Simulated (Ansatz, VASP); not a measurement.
Li2Se in VASP and in Ansatz

```
CELL_PARAMETERS angstrom
0.00000 2.93169 2.93169
2.93169 0.00000 2.93169
2.93169 2.93169 0.00000
ATOMIC_POSITIONS crystal
Li 0.25000 0.25000 0.25000
Li 0.75000 0.75000 0.75000
Se 0.00000 0.00000 0.00000
```

Alike in both runs: functional r2SCAN; k mesh 8 × 8 × 8; occupations fermi-dirac, width 0.02 eV; no spin polarisation.

Ansatz relaxed the structure, and its values are those at the end. VASP's run is a single point on that final structure, the one shown.

|  | VASP | Ansatz |
| --- | --- | --- |
| version | VASP 6.6.1 | Ansatz 0.2.0 |
| potentials or method | VASP PAW PBE potentials, release 64 (Li_sv, Se), cutoff 830 eV | PAW plane waves |
| valence electrons in the cell | 12 | 22 |

```csv
,VASP,Ansatz,Ansatz less VASP
gap on the k mesh at the Fermi level (eV),3.40,3.43,+0.021
pressure (GPa),2.3,2.4,+0.13
```

VASP's potentials were made for PBE, not for r2SCAN. With one functional, cell and mesh, what is left measures potentials, basis and numerics. VASP's potentials hold 12 valence electrons a cell and Ansatz's 22, so a difference there can come from the potentials and not from the codes. Ansatz's warnings: stress scf threshold loose.
